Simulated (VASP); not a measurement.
# Ba in VASP: single point with PBEsol

Aim: the single point of Ba with PBEsol.

Program: VASP 6.6.1. These are calculated values, not measurements. Logs are shortened: lines on timing, memory, paths and dates and some standing lists are left out, and cuts for length are marked.

## 1. The cell of the first run

The typed cell holds 1 atom: a = 4.444 Å, b = 4.444 Å, c = 5.132 Å, α = 54.73°, β = 54.73°, γ = 70.53°.

## 2. Single point, PBEsol

Input file INCAR:

```
SYSTEM = Ba
PREC = Accurate
ENCUT = 520
EDIFF = 1E-6
ISMEAR = 0
SIGMA = 0.15
LREAL = .FALSE.
LASPH = .TRUE.
NELM = 100
ALGO = Fast
ISIF = 2
LWAVE = .FALSE.
LCHARG = .TRUE.
GGA = PS
LELF = .TRUE.
LVHAR = .TRUE.
NBANDS = 11
```

Input file KPOINTS:

```
Automatic mesh
0
G
  14 14 14
  0 0 0
```

Input file POSCAR:

```
Ba
1.0
    0.0000000000      3.6287264494      2.5655095997
    3.6287264494      0.0000000000      2.5655095997
    3.6287264494      3.6287264494      0.0000000000
Ba
1
Direct
    0.0000000000      0.0000000000      0.0000000000
```

Potentials or basis: VASP PAW PBE potentials, release 64 (Ba_sv).

Launch:

```sh
> cat potpaw_PBE.64/Ba_sv/POTCAR > POTCAR
> mpirun -np 1 vasp_std > vasp.out
```

OUTCAR:

```text
SYSTEM = Ba
   PREC = Accurate
   ENCUT = 520
   EDIFF = 1E-6
   ISMEAR = 0
   LREAL = .FALSE.
   LASPH = .TRUE.
   NELM = 100
   ISIF = 2
   GGA = PS

 ion  position               nearest neighbor table
   1  0.000  0.000  0.000-

  LATTYP: Found a body centered tetragonal cell.
 ALAT       =     5.1317941589
 C/A-ratio  =     0.9998489886

  Lattice vectors:

 A1 = (   0.0000000000,  -3.6287264494,  -2.5655095997)
 A2 = (   0.0000000000,   3.6287264494,  -2.5655095997)
 A3 = (   3.6287264494,   0.0000000000,   2.5655095997)

Analysis of symmetry for initial positions (statically):
=====================================================================
 Subroutine PRICEL returns:
 Original cell was already a primitive cell.

 Routine SETGRP: Setting up the symmetry group for a
 body centered tetragonal supercell.

 Subroutine GETGRP returns: Found 16 space group operations
 (whereof 16 operations were pure point group operations)
 out of a pool of 16 trial point group operations.

The static configuration has the point symmetry D_4h.

Analysis of symmetry for dynamics (positions and initial velocities):
=====================================================================
 Subroutine PRICEL returns:
 Original cell was already a primitive cell.

 Routine SETGRP: Setting up the symmetry group for a
 body centered tetragonal supercell.

 Subroutine GETGRP returns: Found 16 space group operations
 (whereof 16 operations were pure point group operations)
 out of a pool of 16 trial point group operations.

The dynamic configuration has the point symmetry D_4h.

 Subroutine INISYM returns: Found 16 space group operations
 (whereof 16 operations are pure point group operations),
 and found     1 'primitive' translations

----------------------------------------------------------------------------------------

                                     Primitive cell

  volume of cell :      67.5635

  direct lattice vectors                    reciprocal lattice vectors
     0.000000000  3.628726449  2.565509600    -0.137789389  0.137789389  0.194893054
     3.628726449  0.000000000  2.565509600     0.137789389 -0.137789389  0.194893054
     3.628726449  3.628726449  0.000000000     0.137789389  0.137789389 -0.194893054

  length of vectors
     4.444040408  4.444040408  5.131794159     0.275599590  0.275599590  0.275599590

  position of ions in fractional coordinates (direct lattice)
     0.000000000  0.000000000  0.000000000

  ion indices of the primitive-cell ions
   primitive index   ion index
                 1           1

----------------------------------------------------------------------------------------

 KPOINTS: Automatic mesh

Automatic generation of k-mesh.
 Grid dimensions read from file:
 generate k-points for:   14   14   14

 Generating k-lattice:

  Cartesian coordinates                     Fractional coordinates (reciprocal lattice)
    -0.009842099  0.009842099  0.013920932     0.071428571  0.000000000  0.000000000
     0.009842099 -0.009842099  0.013920932     0.000000000  0.071428571  0.000000000
     0.009842099  0.009842099 -0.013920932    -0.000000000 -0.000000000  0.071428571

  Length of vectors
     0.019685685  0.019685685  0.019685685

  Shift w.r.t. Gamma in fractional coordinates (k-lattice)
     0.000000000  0.000000000  0.000000000

 Subroutine IBZKPT returns following result:
 ===========================================

 Found    244 irreducible k-points:

 Following reciprocal coordinates:
            Coordinates               Weight
  0.000000  0.000000  0.000000      1.000000
  0.071429  0.000000  0.000000      8.000000
  0.142857  0.000000  0.000000      8.000000
  0.214286  0.000000  0.000000      8.000000
  0.285714  0.000000  0.000000      8.000000
  0.357143  0.000000  0.000000      8.000000
[... 16 lines left out ...]
  0.214286  0.142857  0.000000      8.000000
  0.285714  0.142857  0.000000      8.000000
 [... further k-points ...]
   k-points           NKPTS =    244   k-points in BZ     NKDIM =    244   number of bands    NBANDS=     11
   number of dos      NEDOS =    301   number of ions     NIONS =      1
   total plane-waves  NPLWV =  51840
   dimension x,y,z NGX =    36 NGY =   36 NGZ =   40
   dimension x,y,z NGXF=    72 NGYF=   72 NGZF=   80
   ions per type =               1
   NGX,Y,Z   is equivalent  to a cutoff of  13.47, 13.47, 12.96 a.u.
   NGXF,Y,Z  is equivalent  to a cutoff of  26.93, 26.93, 25.92 a.u.
 SYSTEM =  Ba
   PREC   = accura    normal or accurate (medium, high low for compatibility)
   ISTART =      0    job   : 0-new  1-cont  2-samecut
   ICHARG =      2    charge: 1-file 2-atom 10-const
   ISPIN  =      1    spin polarized calculation?
   LNONCOLLINEAR =      F non collinear calculations
   LSORBIT =      F    spin-orbit coupling
   LASPH  =      T    aspherical Exc in radial PAW
   ENCUT  =  520.0 eV  38.22 Ry    6.18 a.u.   8.26  8.26  9.54*2*pi/ulx,y,z
   NELM   =    100;   NELMIN=  2; NELMDL= -5     # of ELM steps
   EDIFF  = 0.1E-05   stopping-criterion for ELM
   LREAL  =      F    real-space projection
   EDIFFG = 0.1E-04   stopping-criterion for IOM
   NSW    =      0    number of steps for IOM
   IBRION =     -1    ionic relax: 0-MD 1-quasi-New 2-CG
   NFREE  =      0    steps in history (QN), initial steepest desc. (CG)
   ISIF   =      2    stress and relaxation
   ISYM   =      2    0-nonsym 1-usesym 2-fastsym
   POTIM  = 0.5000    time-step for ionic-motion
   TEBEG  =    0.0;   TEEND  =   0.0 temperature during run
   PSTRESS=    0.0 pullay stress
   NELECT =      10.0000    total number of electrons
   NUPDOWN=      -1.0000    fix difference up-down
   EMIN   =  10.00;   EMAX   =-10.00  energy-range for DOS
   EFERMI =   0.00;   METHOD = LEGACY
   ISMEAR =     0;   SIGMA  =   0.15  broadening in eV -4-tet -1-fermi 0-gaus
   EFERMI_NEDOS =   21; number of points for ismear=-14 and -15
   IALGO  =     68    algorithm
   IMIX   =      4    mixing-type and parameters
     AMIX     =   0.40;   BMIX     =  1.00
     AMIX_MAG =   1.60;   BMIX_MAG =  1.00
  volume/ion in A,a.u.               =      67.56       455.94
  Fermi-wavevector in a.u.,A,eV,Ry     =   0.865973  1.636451 10.203124  0.749908
  Thomas-Fermi vector in A             =   1.984294
   LORBIT       =      0    0 simple, 1 ext, 2 COOP (PROOUT), +10 PAW based schemes
   GGA     = PS    functional components
   LHFCALC =     F    Hartree Fock is set to
   AEXX    =    0.0000 exact exchange contribution
   IVDW    =     0    specifies the selected vdW correction
   LEPSILON=     F    determine dielectric tensor
   LRPA    =     F    only Hartree local field effects (RPA)
 non-spin polarized calculation
 RMM-DIIS sequential band-by-band and
 Gauss-broadening in eV      SIGMA  =   0.15
  energy-cutoff  :      520.00
  volume of cell :       67.56
 maximum number of plane-waves:      1878
 NGX is ok and might be reduce to    36
   NGX = 17   NGY = 17   NGZ = 19

 number of electron      10.0000000 magnetization

 Free energy of the ion-electron system (eV)
  ---------------------------------------------------
  ext. energy  EPLUGINS =         0.00000000
  ---------------------------------------------------
  free energy    TOTEN  =        -2.12270096 eV

  energy without entropy =       -2.10884387  energy(sigma->0) =       -2.11577241

 E-fermi :   1.3173     XC(G=0):  -7.2826

 val. band max:        1.3096202612   @ k =  -0.3571  -0.0000   0.3571
 cond. band min:       1.3331058480   @ k =  -0.2857   0.5000   0.2143
 fundamental gap:      0.0234855868
 Fermi energy:         1.3173348212

 k-point     1 :       0.0000    0.0000    0.0000
  band No.  band energies     occupation
      1     -27.6677      2.00000
      2     -12.6328      2.00000
      3     -12.6328      2.00000
      4     -12.6328      2.00000
      5      -1.4104      2.00000
      6       3.0488      0.00000
      7       3.0496      0.00000
      8       3.0496      0.00000
      9       4.3895      0.00000
     10       4.3907      0.00000
     11       8.0557      0.00000

 k-point     2 :       0.0714    0.0000    0.0000
  band No.  band energies     occupation
      1     -27.6661      2.00000
      2     -12.6523      2.00000
      3     -12.6389      2.00000
      4     -12.6329      2.00000
      5      -1.3216      2.00000
      6       2.9764      0.00000
      7       3.0133      0.00000
      8       3.1392      0.00000
      9       4.2679      0.00000
     10       4.3844      0.00000
     11       8.1575      0.00000

 k-point     3 :       0.1429    0.0000    0.0000
  band No.  band energies     occupation
      1     -27.6617      2.00000
      2     -12.7063      2.00000
      3     -12.6560      2.00000
      4     -12.6331      2.00000
      5      -1.0665      2.00000
      6       2.7902      0.00000
      7       2.8571      0.00000
      8       3.4060      0.00000
      9       4.0981      0.00000
     10       4.3821      0.00000
     11       8.3859      0.00000

 k-point     4 :       0.2143    0.0000    0.0000
  band No.  band energies     occupation
      1     -27.6553      2.00000
      2     -12.7824      2.00000
      3     -12.6804      2.00000
      4     -12.6334      2.00000
      5      -0.6809      2.00000
      6       2.5560      0.00000
      7       2.5719      0.00000
      8       3.8399      0.00000
      9       4.0964      0.00000
     10       4.4121      0.00000
     11       8.4377      0.00000
[... 239 lines left out ...]
 k-point    22 :       0.1429    0.1429    0.0000
  band No.  band energies     occupation
      1     -27.6560      2.00000
      2     -12.7245      2.00000
      3     -12.6799      2.00000
      4     -12.6799      2.00000
      5      -0.7394      2.00000
      6       2.9243      0.00000
      7       2.9243      0.00000
      8       3.2390      0.00000
      9       3.4047      0.00000
     10       4.8050      0.00000
     11       9.0516      0.00000

 k-point    23 :       0.2143    0.1429    0.0000
  band No.  band energies     occupation
      1     -27.6499      2.00000
      2     -12.7828      2.00000
      3     -12.7051      2.00000
      4     -12.6890      2.00000
      5      -0.3723      2.00000
      6       2.6226      0.00000
      7       2.8135      0.00000
      8       3.1793      0.00000
      9       3.7428      0.00000
     10       4.8998      0.00000
     11       8.2658      0.00000

 k-point    24 :       0.2857    0.1429    0.0000
  band No.  band energies     occupation
      1     -27.6431      2.00000
      2     -12.8561      2.00000
      3     -12.7327      2.00000
      4     -12.6886      2.00000
      5       0.0589      2.00000
      6       2.2240      0.00000
      7       2.6354      0.00000
      8       3.3817      0.00000
      9       4.3024      0.00000
     10       4.8774      0.00000
     11       7.7605      0.00000

 [... further k-points ...]
[... 5 lines left out ...]
  --------------------------------------------------------------------------------------
  -------------------------------------------------------------------------------------
  Total       -0.4540962     -0.4540962     -0.4538382      0.0000000      0.0000000     -0.0000000
  in kB      -10.7682809    -10.7682809    -10.7621633      0.0000000      0.0000000     -0.0000000
  external PRESSURE =     -10.7662417 kB  Pullay stress =       0.0000000 kB

 VOLUME and BASIS-vectors are now :
 -----------------------------------------------------------------------------
  energy-cutoff  :      520.00
  volume of cell :       67.56
      direct lattice vectors                 reciprocal lattice vectors
     0.000000000  3.628726449  2.565509600    -0.137789389  0.137789389  0.194893054
     3.628726449  0.000000000  2.565509600     0.137789389 -0.137789389  0.194893054
     3.628726449  3.628726449  0.000000000     0.137789389  0.137789389 -0.194893054

 POSITION                                       TOTAL-FORCE (eV/Angst)
 -----------------------------------------------------------------------------------
      0.00000      0.00000      0.00000         0.000000      0.000000      0.000000
 -----------------------------------------------------------------------------------
    total drift:                               -0.000000     -0.000000     -0.000000

  FREE ENERGIE OF THE ION-ELECTRON SYSTEM (eV)
  ---------------------------------------------------
  free  energy   TOTEN  =        -2.1227009566 eV

  energy  without entropy=       -2.1088438684  energy(sigma->0) =       -2.11577241
```

It took 2.3 min on 1 thread of AMD EPYC 7R13 (Zen 3), shared host; peak memory 0.32 GiB.

Results:

* Free energy: -2.1227 eV
* Pressure: -1.1 GPa
* Band gap on the k mesh: zero (band 5 reaches 1.68 eV, above the bottom of band 6 at 0.87 eV)

Levels at points of the mesh, in eV from the Fermi level:
```csv
k point,band 3,band 4,band 5,band 6,band 7,band 8
"(0.00, 0.00, 0.00)",-13.95,-13.95,-2.73,1.73,1.73,1.73
"(0.50, 0.00, 0.00)",-14.07,-13.95,-0.86,0.68,1.06,3.00
"(0.50, 0.50, 0.00)",-14.21,-14.21,-0.45,-0.45,4.01,4.01
"(0.50, 0.00, 0.50)",-14.07,-13.95,-0.86,0.68,1.06,3.00
```

Caveat: the PAW data sets were made with another functional, which shifts forces and pressure a little; spin-orbit coupling is left out, which moves the levels of the heavy elements.
